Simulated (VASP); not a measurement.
Set up this calculation in VASP 6.6.1, as the native input.

- Task: single point
- Functional: PBE
- Dispersion: D3(BJ)
- Potentials or basis: VASP PAW PBE potentials, release 64 (C)
- Cutoff: 520 eV
- k mesh: 18 × 18 × 6
- Occupations: fermi-dirac, width 0.15 eV
- Spin: no spin polarisation
- Dipole correction: no
- Further INCAR settings: ALGO = Normal; EDIFF = 1e-06; NBANDS = 16

The structure of C lies in POSCAR:

```
C
1.0
    2.4649796668      0.0000000000      0.0000000000
   -1.2324898334      2.1347350113      0.0000000000
    0.0000000000      0.0000000000      6.7384328400
C
4
Direct
    0.0000000000      0.0000000000      0.0025000000
    0.0000000000      0.0000000000      0.5025000000
    0.3333333333      0.6666666667      0.0025000000
    0.6666666667      0.3333333333      0.5025000000
```

One way to write it, as run:

INCAR

```
  PREC = Accurate
  ENCUT = 520
  EDIFF = 1E-6
  ISMEAR = -1
  SIGMA = 0.15
  LREAL = F
  LASPH = T
  NELM = 80
  ALGO = Normal
  ISIF = 2
  LWAVE = F
  LCHARG = F
  GGA = PE
  IVDW = 12
  NBANDS = 16
```

KPOINTS

```
regular mesh
0
Gamma
  18 18 6
```

Potentials or basis: VASP PAW PBE potentials, release 64 (C).

The run is started by

```console
$ cat potpaw_PBE.64/C/POTCAR > POTCAR
$ mpirun -np 1 vasp_std > vasp.out
```

It gave:

| Property | Result |
| --- | --- |
| Pressure | 0.4 GPa |
| Band gap on the k mesh | zero (band 8 reaches 4.64 eV, above the bottom of band 9 at 4.62 eV) |
| Dispersion energy per atom | -0.156 eV |

It took 30 s on 1 thread of Intel(R) Xeon(R) 6975P-C (Granite Rapids), on a shared host, peak memory 0.19 GiB.
